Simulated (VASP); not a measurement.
# MgO (Cmmm) in VASP: single point with PBE

Aim: the single point of MgO with PBE.

Program: VASP 6.6.1. These are calculated values, not measurements. Logs are shortened: lines on timing, memory, paths and dates and some standing lists are left out, and cuts for length are marked.

### Step 1. The cell of the first run

The structure is orthorhombic, space group Cmmm (No. 65). The conventional cell has a = 3.653 Å, b = 3.767 Å, c = 2.623 Å, α = 90.00°, β = 90.00°, γ = 90.00°. Within 3.0 Å of Mg (site symmetry mmm) lie 8 O at 2.25 to 2.30 Å and 6 Mg at 2.62 Å. Within 3.0 Å of O (site symmetry mmm) lie 8 Mg at 2.25 to 2.30 Å and 6 O at 2.62 Å.

### Step 2. Single point, PBE (shear xy strain +3.0%)

The input, INCAR:

```
SYSTEM = MgO
  ALGO = Normal
  EDIFF = 1E-6
  ENCUT = 840
  GGA = PE
  GGA_COMPAT = .False.
  ISIF = 2
  ISMEAR = -1
  LASPH = .True.
  LCHARG = .False.
  LREAL = .False.
  LWAVE = .False.
  NBANDS = 15
  NELM = 120
  PREC = Accurate
  SIGMA = 0.02
```

The input, KPOINTS:

```
k-points
0
Gamma
  10 10 10
  0 0 0
```

The input, POSCAR:

```
MgO
1.0
    2.6233491278      0.0400060742      0.0000000000
    0.0400060742      2.6233491278      0.0000000000
    0.0000000000      0.0000000000      2.6233491278
Mg O
1 1
Direct
    0.0000000000      0.0000000000      0.0000000000
    0.5000000000      0.5000000000      0.5000000000
```

Potentials or basis: VASP PAW PBE potentials, release 64 (Mg_sv, O).

Command:

```console
$ cat potpaw_PBE.64/Mg_sv/POTCAR potpaw_PBE.64/O/POTCAR > POTCAR
$ mpirun -np 1 vasp_std > vasp.out
```

OUTCAR:

```text
SYSTEM = MgO
   EDIFF = 1E-6
   ENCUT = 840
   GGA = PE
   ISIF = 2
   ISMEAR = -1
   LASPH = .True.
   LREAL = .False.
   NELM = 120
   PREC = Accurate

 ion  position               nearest neighbor table
   1  0.000  0.000  0.000-
   2  0.500  0.500  0.500-

  LATTYP: Found a base centered orthorhombic cell.
 ALAT       =     3.6533987827
 B/A-ratio  =     1.0309723280
 C/A-ratio  =     0.7180571528

  Lattice vectors:

 A1 = (  -0.0400060742,  -2.6233491278,   0.0000000000)
 A2 = (   2.6233491278,   0.0400060742,   0.0000000000)
 A3 = (   0.0000000000,   0.0000000000,   2.6233491278)

Analysis of symmetry for initial positions (statically):
=====================================================================
 Subroutine PRICEL returns:
 Original cell was already a primitive cell.

 Routine SETGRP: Setting up the symmetry group for a
 base centered orthorhombic supercell.

 Subroutine GETGRP returns: Found  8 space group operations
 (whereof  8 operations were pure point group operations)
 out of a pool of  8 trial point group operations.

The static configuration has the point symmetry D_2h.

Analysis of symmetry for dynamics (positions and initial velocities):
=====================================================================
 Subroutine PRICEL returns:
 Original cell was already a primitive cell.

 Routine SETGRP: Setting up the symmetry group for a
 base centered orthorhombic supercell.

 Subroutine GETGRP returns: Found  8 space group operations
 (whereof  8 operations were pure point group operations)
 out of a pool of  8 trial point group operations.

The dynamic configuration has the point symmetry D_2h.

 Subroutine INISYM returns: Found  8 space group operations
 (whereof  8 operations are pure point group operations),
 and found     1 'primitive' translations

----------------------------------------------------------------------------------------

                                     Primitive cell

  volume of cell :      18.0496

  direct lattice vectors                    reciprocal lattice vectors
     2.623349128  0.040006074  0.000000000     0.381280786 -0.005814532  0.000000000
     0.040006074  2.623349128  0.000000000    -0.005814532  0.381280786  0.000000000
     0.000000000  0.000000000  2.623349128     0.000000000  0.000000000  0.381192114

  length of vectors
     2.623654156  2.623654156  2.623349128     0.381325119  0.381325119  0.381192114

  position of ions in fractional coordinates (direct lattice)
     0.000000000  0.000000000  0.000000000
     0.500000000  0.500000000  0.500000000

  ion indices of the primitive-cell ions
   primitive index   ion index
                 1           1
                 2           2

----------------------------------------------------------------------------------------

 KPOINTS: k-points

Automatic generation of k-mesh.
 Grid dimensions read from file:
 generate k-points for:   10   10   10

 Generating k-lattice:

  Cartesian coordinates                     Fractional coordinates (reciprocal lattice)
     0.038128079 -0.000581453  0.000000000     0.100000000  0.000000000  0.000000000
    -0.000581453  0.038128079  0.000000000     0.000000000  0.100000000  0.000000000
     0.000000000  0.000000000  0.038119211     0.000000000  0.000000000  0.100000000

  Length of vectors
     0.038132512  0.038132512  0.038119211

  Shift w.r.t. Gamma in fractional coordinates (k-lattice)
     0.000000000  0.000000000  0.000000000

 Subroutine IBZKPT returns following result:
 ===========================================

 Found    186 irreducible k-points:

 Following reciprocal coordinates:
            Coordinates               Weight
  0.000000  0.000000  0.000000      1.000000
  0.100000  0.000000  0.000000      4.000000
  0.200000  0.000000  0.000000      4.000000
  0.300000 -0.000000  0.000000      4.000000
  0.400000 -0.000000  0.000000      4.000000
  0.500000 -0.000000  0.000000      2.000000
[... 16 lines left out ...]
  0.300000  0.300000  0.000000      2.000000
  0.400000  0.300000  0.000000      4.000000
 [... further k-points ...]
   k-points           NKPTS =    186   k-points in BZ     NKDIM =    186   number of bands    NBANDS=     15
   number of dos      NEDOS =    301   number of ions     NIONS =      2
   total plane-waves  NPLWV =  21952
   dimension x,y,z NGX =    28 NGY =   28 NGZ =   28
   dimension x,y,z NGXF=    56 NGYF=   56 NGZF=   56
   ions per type =               1   1
   NGX,Y,Z   is equivalent  to a cutoff of  17.74, 17.74, 17.74 a.u.
   NGXF,Y,Z  is equivalent  to a cutoff of  35.48, 35.48, 35.49 a.u.
 SYSTEM =  MgO
   PREC   = accura    normal or accurate (medium, high low for compatibility)
   ISTART =      0    job   : 0-new  1-cont  2-samecut
   ICHARG =      2    charge: 1-file 2-atom 10-const
   ISPIN  =      1    spin polarized calculation?
   LNONCOLLINEAR =      F non collinear calculations
   LSORBIT =      F    spin-orbit coupling
   LASPH  =      T    aspherical Exc in radial PAW
   ENCUT  =  840.0 eV  61.74 Ry    7.86 a.u.   6.20  6.20  6.20*2*pi/ulx,y,z
   NELM   =    120;   NELMIN=  2; NELMDL= -5     # of ELM steps
   EDIFF  = 0.1E-05   stopping-criterion for ELM
   LREAL  =      F    real-space projection
   EDIFFG = 0.1E-04   stopping-criterion for IOM
   NSW    =      0    number of steps for IOM
   IBRION =     -1    ionic relax: 0-MD 1-quasi-New 2-CG
   NFREE  =      0    steps in history (QN), initial steepest desc. (CG)
   ISIF   =      2    stress and relaxation
   ISYM   =      2    0-nonsym 1-usesym 2-fastsym
   POTIM  = 0.5000    time-step for ionic-motion
   TEBEG  =    0.0;   TEEND  =   0.0 temperature during run
   PSTRESS=    0.0 pullay stress
   NELECT =      16.0000    total number of electrons
   NUPDOWN=      -1.0000    fix difference up-down
   EMIN   =  10.00;   EMAX   =-10.00  energy-range for DOS
   EFERMI =   0.00;   METHOD = LEGACY
   ISMEAR =    -1;   SIGMA  =   0.02  broadening in eV -4-tet -1-fermi 0-gaus
   EFERMI_NEDOS =   21; number of points for ismear=-14 and -15
   IALGO  =     38    algorithm
   IMIX   =      4    mixing-type and parameters
     AMIX     =   0.40;   BMIX     =  1.00
     AMIX_MAG =   1.60;   BMIX_MAG =  1.00
  volume/ion in A,a.u.               =       9.02        60.90
  Fermi-wavevector in a.u.,A,eV,Ry     =   1.572627  2.971834 33.649327  2.473156
  Thomas-Fermi vector in A             =   2.674033
   LORBIT       =      0    0 simple, 1 ext, 2 COOP (PROOUT), +10 PAW based schemes
   GGA     = PE    functional components
   LHFCALC =     F    Hartree Fock is set to
   AEXX    =    0.0000 exact exchange contribution
   IVDW    =     0    specifies the selected vdW correction
   LEPSILON=     F    determine dielectric tensor
   LRPA    =     F    only Hartree local field effects (RPA)
 non-spin polarized calculation
  energy-cutoff  :      840.00
  volume of cell :       18.05
 maximum number of plane-waves:      1019
 NGX is ok and might be reduce to    28
   NGX = 13   NGY = 13   NGZ = 13

 number of electron      15.9999996 magnetization

 Free energy of the ion-electron system (eV)
  ---------------------------------------------------
  ext. energy  EPLUGINS =         0.00000000
  ---------------------------------------------------
  free energy    TOTEN  =       -10.37631868 eV

  energy without entropy =      -10.37631868  energy(sigma->0) =      -10.37631868

 E-fermi :   5.2438     XC(G=0): -11.6922

 val. band max:        4.8371358916   @ k =   0.5000   0.5000   0.0000
 cond. band min:       7.4869059775   @ k =   0.0000   0.0000   0.0000
 fundamental gap:      2.6497700859
 Fermi energy:         5.2438439855

 k-point     1 :       0.0000    0.0000    0.0000
  band No.  band energies     occupation
      1     -69.8717      2.00000
      2     -36.5691      2.00000
      3     -36.5618      2.00000
      4     -36.5555      2.00000
      5     -13.7371      2.00000
      6       3.7434      2.00000
      7       3.8220      2.00000
      8       3.9076      2.00000
      9       7.4869      0.00000
     10      15.3209      0.00000
     11      15.3347      0.00000
     12      25.0732      0.00000
     13      25.3783      0.00000
     14      25.6921      0.00000
     15      32.3089      0.00000

 k-point     2 :       0.1000    0.0000    0.0000
  band No.  band energies     occupation
      1     -69.8703      2.00000
      2     -36.5784      2.00000
      3     -36.5606      2.00000
      4     -36.5584      2.00000
      5     -13.6345      2.00000
      6       2.9685      2.00000
      7       3.8625      2.00000
      8       3.8725      2.00000
      9       8.1026      0.00000
     10      15.5335      0.00000
     11      15.5528      0.00000
     12      25.0452      0.00000
     13      25.1987      0.00000
     14      25.7241      0.00000
     15      31.3132      0.00000

 k-point     3 :       0.2000    0.0000    0.0000
  band No.  band energies     occupation
      1     -69.8668      2.00000
      2     -36.6114      2.00000
      3     -36.5574      2.00000
      4     -36.5571      2.00000
      5     -13.3512      2.00000
      6       1.3582      2.00000
      7       3.9707      2.00000
      8       3.9740      2.00000
      9       9.1987      0.00000
     10      15.8335      0.00000
     11      16.1614      0.00000
     12      24.6437      0.00000
     13      24.6718      0.00000
     14      26.4493      0.00000
     15      29.2881      0.00000
[... 343 lines left out ...]
 k-point    23 :       0.3000    0.3000    0.0000
  band No.  band energies     occupation
      1     -69.8536      2.00000
      2     -36.6523      2.00000
      3     -36.6288      2.00000
      4     -36.5461      2.00000
      5     -12.3536      2.00000
      6       0.4145      2.00000
      7       1.1678      2.00000
      8       4.4448      2.00000
      9      11.9806      0.00000
     10      14.3656      0.00000
     11      17.1786      0.00000
     12      22.0236      0.00000
     13      24.1575      0.00000
     14      25.8783      0.00000
     15      26.0712      0.00000

 k-point    24 :       0.4000    0.3000    0.0000
  band No.  band energies     occupation
      1     -69.8501      2.00000
      2     -36.6768      2.00000
      3     -36.6327      2.00000
      4     -36.5432      2.00000
      5     -12.0684      2.00000
      6      -0.2813      2.00000
      7       1.2365      2.00000
      8       4.5799      2.00000
      9      11.7927      0.00000
     10      14.4628      0.00000
     11      17.2563      0.00000
     12      21.1023      0.00000
     13      23.8979      0.00000
     14      25.6242      0.00000
     15      27.3314      0.00000

 [... further k-points ...]
[... 5 lines left out ...]
  --------------------------------------------------------------------------------------
  -------------------------------------------------------------------------------------
  Total        0.7097305      0.7097305      0.7031301      0.1819926      0.0000000      0.0000000
  in kB       62.9994585     62.9994585     62.4135684     16.1546286      0.0000000      0.0000000
  external PRESSURE =      62.8041618 kB  Pullay stress =       0.0000000 kB

 VOLUME and BASIS-vectors are now :
 -----------------------------------------------------------------------------
  energy-cutoff  :      840.00
  volume of cell :       18.05
      direct lattice vectors                 reciprocal lattice vectors
     2.623349128  0.040006074  0.000000000     0.381280786 -0.005814532  0.000000000
     0.040006074  2.623349128  0.000000000    -0.005814532  0.381280786  0.000000000
     0.000000000  0.000000000  2.623349128     0.000000000  0.000000000  0.381192114

 POSITION                                       TOTAL-FORCE (eV/Angst)
 -----------------------------------------------------------------------------------
      0.00000      0.00000      0.00000         0.000000      0.000000      0.000000
      1.33168      1.33168      1.31167        -0.000000      0.000000      0.000000
 -----------------------------------------------------------------------------------
    total drift:                               -0.000000      0.000000      0.000000

  FREE ENERGIE OF THE ION-ELECTRON SYSTEM (eV)
  ---------------------------------------------------
  free  energy   TOTEN  =       -10.3763186752 eV

  energy  without entropy=      -10.3763186752  energy(sigma->0) =      -10.37631868
```

It took 2.3 min on 1 thread of Intel Xeon Platinum 8259CL at 2.50GHz (Skylake/Cascade Lake), shared host; peak memory 0.22 GiB.

Results:

```yaml
Free_energy: -10.3763 eV
Pressure: 6.3 GPa
Band_gap_on_the_k_mesh: 2.65 eV (least direct gap 3.58 eV)
```

Stress tensor (GPa, compression positive):
```
6.30 1.62 0.00
1.62 6.30 0.00
0.00 0.00 6.24
```

Caveat: the cell differs from its parent crystal (shear xy strain +3.0%); the cell stands under pressure; the structure was generated, so it needn't be the stable form of MgO. A k mesh can miss the band edges.
